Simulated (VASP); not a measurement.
# Co (P6_3/mmc) in VASP: single point with PBEsol

Aim: the single point of Co with PBEsol.

Program: VASP 6.6.1. These are calculated values, not measurements. Logs are shortened: lines on timing, memory, paths and dates and some standing lists are left out, and cuts for length are marked.

### 1 The cell of the first run

The structure is hexagonal, space group P6_3/mmc (No. 194). Conventional cell: a = 2.519 Å, b = 2.519 Å, c = 4.091 Å, α = 90.00°, β = 90.00°, γ = 120.00°. Within 3.3 Å of Co (site symmetry -6m2) lie 12 Co at 2.51 to 2.52 Å.

### 2 Single point, PBEsol, collinear spin, ferromagnetic start

Input file INCAR:

```
  PREC = Accurate
  ENCUT = 520
  EDIFF = 1E-6
  ISMEAR = 0
  SIGMA = 0.15
  LREAL = F
  LASPH = T
  NELM = 150
  ALGO = Normal
  ISIF = 2
  LWAVE = F
  LCHARG = F
  ISPIN = 2
  MAGMOM = 1.84 1.84
  LORBIT = 11
  LMAXMIX = 4
  GGA = PS
  NBANDS = 20
```

Input file KPOINTS:

```
regular mesh
0
Gamma
  24 24 14
```

Input file POSCAR:

```
Co
1.0
    2.5190008694      0.0000000000      0.0000000000
   -1.2595004347      2.1815187451      0.0000000000
    0.0000000000      0.0000000000      4.0910000000
Co
2
Direct
    0.3333333333      0.6666666667      0.2500000000
    0.6666666667      0.3333333333      0.7500000000
```

Potentials or basis: VASP PAW PBE potentials, release 64 (Co).

The run is started by

```console
cat potpaw_PBE.64/Co/POTCAR > POTCAR
mpirun -np 1 vasp_std > vasp.out
```

OUTCAR:

```text
PREC = Accurate
   ENCUT = 520
   EDIFF = 1E-6
   ISMEAR = 0
   LREAL = F
   LASPH = T
   NELM = 150
   ISIF = 2
   ISPIN = 2
   LORBIT = 11
   GGA = PS

 ion  position               nearest neighbor table
   1  0.333  0.667  0.250-   2 2.51   2 2.51   2 2.51   2 2.51   2 2.51   2 2.51
   2  0.667  0.333  0.750-   1 2.51   1 2.51   1 2.51   1 2.51   1 2.51   1 2.51

  LATTYP: Found a hexagonal cell.
 ALAT       =     2.5190008694
 C/A-ratio  =     1.6240566050

  Lattice vectors:

 A1 = (   2.5190008694,   0.0000000000,   0.0000000000)
 A2 = (  -1.2595004347,   2.1815187451,   0.0000000000)
 A3 = (   0.0000000000,   0.0000000000,   4.0910000000)

Analysis of symmetry for initial positions (statically):
=====================================================================
 Subroutine PRICEL returns:
 Original cell was already a primitive cell.

 Routine SETGRP: Setting up the symmetry group for a
 hexagonal supercell.

 Subroutine GETGRP returns: Found 24 space group operations
 (whereof 12 operations were pure point group operations)
 out of a pool of 24 trial point group operations.

The static configuration has the point symmetry D_3d.
 The point group associated with its full space group is D_6h.

Analysis of symmetry for dynamics (positions and initial velocities):
=====================================================================
 Subroutine PRICEL returns:
 Original cell was already a primitive cell.

 Routine SETGRP: Setting up the symmetry group for a
 hexagonal supercell.

 Subroutine GETGRP returns: Found 24 space group operations
 (whereof 12 operations were pure point group operations)
 out of a pool of 24 trial point group operations.

The dynamic configuration has the point symmetry D_3d.
 The point group associated with its full space group is D_6h.

Analysis of structural, dynamic, and magnetic symmetry:
=====================================================================
 Subroutine PRICEL returns:
 Original cell was already a primitive cell.

 Routine SETGRP: Setting up the symmetry group for a
 hexagonal supercell.

 Subroutine GETGRP returns: Found 24 space group operations
 (whereof 12 operations were pure point group operations)
 out of a pool of 24 trial point group operations.

The overall configuration has the point symmetry D_3d.
 The point group associated with its full space group is D_6h.

 Subroutine INISYM returns: Found 24 space group operations
 (whereof 12 operations are pure point group operations),
 and found     1 'primitive' translations

----------------------------------------------------------------------------------------

                                     Primitive cell

  volume of cell :      22.4811

  direct lattice vectors                    reciprocal lattice vectors
     2.519000869  0.000000000  0.000000000     0.396982793  0.229198122  0.000000000
    -1.259500435  2.181518745  0.000000000     0.000000000  0.458396244  0.000000000
     0.000000000  0.000000000  4.091000000     0.000000000  0.000000000  0.244439012

  length of vectors
     2.519000869  2.519000869  4.091000000     0.458396244  0.458396244  0.244439012

  position of ions in fractional coordinates (direct lattice)
     0.333333333  0.666666667  0.250000000
     0.666666667  0.333333333  0.750000000

  ion indices of the primitive-cell ions
   primitive index   ion index
                 1           1
                 2           2

----------------------------------------------------------------------------------------

 KPOINTS: regular mesh

Automatic generation of k-mesh.
 Grid dimensions read from file:
 generate k-points for:   24   24   14

 Generating k-lattice:

  Cartesian coordinates                     Fractional coordinates (reciprocal lattice)
     0.016540950  0.009549922  0.000000000     0.041666667  0.000000000  0.000000000
     0.000000000  0.019099844  0.000000000     0.000000000  0.041666667  0.000000000
     0.000000000  0.000000000  0.017459929     0.000000000  0.000000000  0.071428571

  Length of vectors
     0.019099844  0.019099844  0.017459929

  Shift w.r.t. Gamma in fractional coordinates (k-lattice)
     0.000000000  0.000000000  0.000000000

 Subroutine IBZKPT returns following result:
 ===========================================

 Found    488 irreducible k-points:

 Following reciprocal coordinates:
            Coordinates               Weight
  0.000000  0.000000  0.000000      1.000000
  0.041667  0.000000  0.000000      6.000000
  0.083333  0.000000  0.000000      6.000000
  0.125000  0.000000  0.000000      6.000000
  0.166667  0.000000  0.000000      6.000000
  0.208333 -0.000000  0.000000      6.000000
[... 16 lines left out ...]
  0.416667  0.041667  0.000000     12.000000
  0.458333  0.041667  0.000000     12.000000
 [... further k-points ...]
   k-points           NKPTS =    488   k-points in BZ     NKDIM =    488   number of bands    NBANDS=     20
   number of dos      NEDOS =    301   number of ions     NIONS =      2
   total plane-waves  NPLWV =  12000
   dimension x,y,z NGX =    20 NGY =   20 NGZ =   30
   dimension x,y,z NGXF=    40 NGYF=   40 NGZF=   60
   ions per type =               2
   NGX,Y,Z   is equivalent  to a cutoff of  13.20, 13.20, 12.19 a.u.
   NGXF,Y,Z  is equivalent  to a cutoff of  26.40, 26.40, 24.38 a.u.
 SYSTEM =  unknown system
   PREC   = accura    normal or accurate (medium, high low for compatibility)
   ISTART =      0    job   : 0-new  1-cont  2-samecut
   ICHARG =      2    charge: 1-file 2-atom 10-const
   ISPIN  =      2    spin polarized calculation?
   LNONCOLLINEAR =      F non collinear calculations
   LSORBIT =      F    spin-orbit coupling
   LASPH  =      T    aspherical Exc in radial PAW
   ENCUT  =  520.0 eV  38.22 Ry    6.18 a.u.   4.68  4.68  7.61*2*pi/ulx,y,z
   NELM   =    150;   NELMIN=  2; NELMDL= -5     # of ELM steps
   EDIFF  = 0.1E-05   stopping-criterion for ELM
   LREAL  =      F    real-space projection
   EDIFFG = 0.1E-04   stopping-criterion for IOM
   NSW    =      0    number of steps for IOM
   IBRION =     -1    ionic relax: 0-MD 1-quasi-New 2-CG
   NFREE  =      0    steps in history (QN), initial steepest desc. (CG)
   ISIF   =      2    stress and relaxation
   ISYM   =      2    0-nonsym 1-usesym 2-fastsym
   POTIM  = 0.5000    time-step for ionic-motion
   TEBEG  =    0.0;   TEEND  =   0.0 temperature during run
   PSTRESS=    0.0 pullay stress
   NELECT =      18.0000    total number of electrons
   NUPDOWN=      -1.0000    fix difference up-down
   EMIN   =  10.00;   EMAX   =-10.00  energy-range for DOS
   EFERMI =   0.00;   METHOD = LEGACY
   ISMEAR =     0;   SIGMA  =   0.15  broadening in eV -4-tet -1-fermi 0-gaus
   EFERMI_NEDOS =   21; number of points for ismear=-14 and -15
   IALGO  =     38    algorithm
   IMIX   =      4    mixing-type and parameters
     AMIX     =   0.40;   BMIX     =  1.00
     AMIX_MAG =   1.60;   BMIX_MAG =  1.00
  volume/ion in A,a.u.               =      11.24        75.85
  Fermi-wavevector in a.u.,A,eV,Ry     =   1.520174  2.872713 31.442115  2.310930
  Thomas-Fermi vector in A             =   2.629061
   LORBIT       =     11    0 simple, 1 ext, 2 COOP (PROOUT), +10 PAW based schemes
   GGA     = PS    functional components
   LHFCALC =     F    Hartree Fock is set to
   AEXX    =    0.0000 exact exchange contribution
   IVDW    =     0    specifies the selected vdW correction
   LEPSILON=     F    determine dielectric tensor
   LRPA    =     F    only Hartree local field effects (RPA)
 spin polarized calculation
 Gauss-broadening in eV      SIGMA  =   0.15
  energy-cutoff  :      520.00
  volume of cell :       22.48
 maximum number of plane-waves:       621
 NGX is ok and might be reduce to    20
   NGX =  9   NGY =  9   NGZ = 15

 number of electron      18.0000005 magnetization       3.2593287

 Free energy of the ion-electron system (eV)
  ---------------------------------------------------
  ext. energy  EPLUGINS =         0.00000000
  ---------------------------------------------------
  free energy    TOTEN  =       -15.38035090 eV

  energy without entropy =      -15.35994921  energy(sigma->0) =      -15.37015005

 E-fermi :   9.5817     XC(G=0): -13.3704

 val. band max:        9.5806761421   @ k =   0.3333   0.2917   0.4286
 cond. band min:       9.5823634254   @ k =   0.0000   0.0000   0.1429
 fundamental gap:      0.0016872833
 Fermi energy:         9.5816686890

 spin component 1

 k-point     1 :       0.0000    0.0000    0.0000
  band No.  band energies     occupation
      1       0.8170      1.00000
      2       4.5909      1.00000
      3       7.0092      1.00000
      4       7.0542      1.00000
      5       7.0542      1.00000
      6       7.3449      1.00000
[... 12 lines left out ...]
     19      34.8859      0.00000
     20      34.8859      0.00000
[... 507 lines left out ...]
 k-point    24 :       0.4583    0.0417    0.0000
  band No.  band energies     occupation
      1       4.9653      1.00000
      2       5.0431      1.00000
      3       5.2823      1.00000
      4       6.9049      1.00000
      5       7.0555      1.00000
      6       7.1041      1.00000
[... 12 lines left out ...]
     19      31.4809      0.00000
     20      33.3786      0.00000

 [... further k-points ...]

 spin component 2

 k-point     1 :       0.0000    0.0000    0.0000
  band No.  band energies     occupation
      1       0.8663      1.00000
      2       5.5521      1.00000
      3       8.6392      1.00000
      4       8.6929      1.00000
      5       8.6929      1.00000
      6       9.0347      1.00000
[... 12 lines left out ...]
     19      35.2171      0.00000
     20      35.2171      0.00000
[... 507 lines left out ...]
 k-point    24 :       0.4583    0.0417    0.0000
  band No.  band energies     occupation
      1       5.8484      1.00000
      2       6.2534      1.00000
      3       6.5287      1.00000
      4       7.7869      1.00000
      5       8.5483      1.00000
      6       8.6084      1.00000
[... 12 lines left out ...]
     19      31.9384      0.00000
     20      33.6994      0.00000

 [... further k-points ...]
[... 5 lines left out ...]
  --------------------------------------------------------------------------------------
  -------------------------------------------------------------------------------------
  Total       -2.2877976     -2.2877976     -2.4555764     -0.0000000      0.0000000     -0.0000000
  in kB     -163.0464858   -163.0464858   -175.0037237     -0.0000000      0.0000000     -0.0000000
  external PRESSURE =    -167.0322317 kB  Pullay stress =       0.0000000 kB

 VOLUME and BASIS-vectors are now :
 -----------------------------------------------------------------------------
  energy-cutoff  :      520.00
  volume of cell :       22.48
      direct lattice vectors                 reciprocal lattice vectors
     2.519000869  0.000000000  0.000000000     0.396982793  0.229198122  0.000000000
    -1.259500435  2.181518745  0.000000000     0.000000000  0.458396244  0.000000000
     0.000000000  0.000000000  4.091000000     0.000000000  0.000000000  0.244439012

 POSITION                                       TOTAL-FORCE (eV/Angst)
 -----------------------------------------------------------------------------------
     -0.00000      1.45435      1.02275         0.000000     -0.000000      0.000000
      1.25950      0.72717      3.06825        -0.000000      0.000000      0.000000
 -----------------------------------------------------------------------------------
    total drift:                               -0.000000      0.000000     -0.000000

  FREE ENERGIE OF THE ION-ELECTRON SYSTEM (eV)
  ---------------------------------------------------
  free  energy   TOTEN  =       -15.3803509006 eV

  energy  without entropy=      -15.3599492086  energy(sigma->0) =      -15.37015005

 total charge

# of ion       s       p       d       tot
------------------------------------------
    1        0.475   0.494   7.235   8.204
    2        0.475   0.494   7.235   8.204
--------------------------------------------------
tot          0.949   0.989  14.469  16.408

 magnetization (x)

# of ion       s       p       d       tot
------------------------------------------
    1       -0.014  -0.051   1.717   1.652
    2       -0.014  -0.051   1.717   1.652
--------------------------------------------------
tot         -0.029  -0.102   3.434   3.304
```

It took 3.8 min on 1 thread of Intel Xeon Platinum 8488C (Sapphire Rapids), shared host; peak memory 0.38 GiB.

Results:

- Free energy: -15.3804 eV
- Pressure: -16.7 GPa
- Net moment: 3.26 μB per cell
- Site moments: Co +1.65 μB
- Valence electrons inside the program's atomic spheres: Co 8.20

Caveat: the PAW data sets were made with another functional, which shifts forces and pressure a little.
